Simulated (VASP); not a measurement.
Wanted: the native input for a VASP 6.6.1 run.

```
Task                   : single point
Functional             : PBE
Potentials or basis    : VASP PAW PBE potentials, release 64 (Mg, Se)
Cutoff                 : 600 eV
k mesh                 : 8 × 8 × 8
Occupations            : fermi-dirac, width 0.02 eV
Spin                   : no spin polarisation
Dipole correction      : no
Further INCAR settings : ALGO = Normal; EDIFF = 1e-06; NBANDS = 11
```

The structure of MgSe lies in POSCAR:

```
MgSe
1.0
    0.0000000000      2.7362693761      2.6268186010
    2.7362693761      0.0000000000      2.6268186010
    2.7362693761      2.7362693761      0.0000000000
Mg Se
1 1
Direct
    0.0000000000      0.0000000000      0.0000000000
    0.5000000000      0.5000000000      0.5000000000
```

This cell differs from its parent crystal: uniaxial z strain -4.0%.

The input as run:

INCAR

```
ALGO = Normal
EDIFF = 1E-6
ENCUT = 600
GGA = PE
GGA_COMPAT = False
ISIF = 2
ISMEAR = -1
LASPH = True
LCHARG = True
LELF = True
LREAL = False
LVHAR = True
LWAVE = False
NBANDS = 11
NELM = 120
PREC = Accurate
SIGMA = 0.02
```

KPOINTS

```
k-points
0
Gamma
  8 8 8
```

Potentials or basis: VASP PAW PBE potentials, release 64 (Mg, Se).

Command:

```bash
$ cat potpaw_PBE.64/Mg/POTCAR potpaw_PBE.64/Se/POTCAR > POTCAR
$ mpirun -np 1 vasp_std > vasp.out
```

It gave:

The pressure is 4.3 GPa and the band gap on the k mesh is 1.67 eV, indirect (least direct gap 2.73 eV).

Caveat: the cell differs from its parent crystal (uniaxial z strain -4.0%).

Wall time 15 s on 1 thread of Intel(R) Xeon(R) Platinum 8559C (Emerald Rapids), with other jobs on the host, peak memory 0.19 GiB.
